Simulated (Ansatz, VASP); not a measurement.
Ga4AsP3: VASP beside Ansatz

```xyz
8
Lattice="3.9343 0.0000 0.0000 0.0000 3.9350 5.5642 0.0000 -3.9350 5.5642" Properties=species:S:1:pos:R:3 pbc="T T T"
Ga    0.0000    0.0000   11.0735
Ga    1.9671   -1.9276    8.3707
Ga    1.9671    1.9276    8.3707
Ga    0.0000    0.0000    5.5675
P     0.0000    1.9664    4.1732
P     0.0000   -1.9664    4.1732
P     1.9671    0.0000    6.9558
As    1.9671    0.0000    1.3932
```

Alike in both runs: functional PBE; k mesh 8 × 4 × 4; occupations gaussian, width 0.02 eV; no spin polarisation.

Ansatz relaxed the structure, and its values are those at the end. VASP's run is a single point on that final structure, the one shown.

|  | VASP | Ansatz |
| --- | --- | --- |
| version | VASP 6.6.1 | Ansatz 0.2.0 |
| potentials or method | VASP PAW PBE potentials, release 64 (Ga_d, P, As), cutoff 520 eV | scalar-relativistic, plane waves, PAW |
| valence electrons in the cell | 72 | 82 |

|  | VASP | Ansatz | Ansatz less VASP |
| --- | --- | --- | --- |
| gap on the k mesh at the Fermi level (eV) | 1.10 | 1.10 | +0.005 |
| least direct gap on the mesh (eV) | 1.10 | 1.10 | +0.005 |
| pressure (GPa) | 0.1 | 0.0 | -0.05 |
| rms of the force components (eV/Å) | 0.006 | 0.003 | -0.0027 |

The functional is the same, so the differences come from potentials, cutoffs and numerics. VASP's potentials hold 72 valence electrons a cell and Ansatz's 82, so a difference there can come from the potentials and not from the codes.
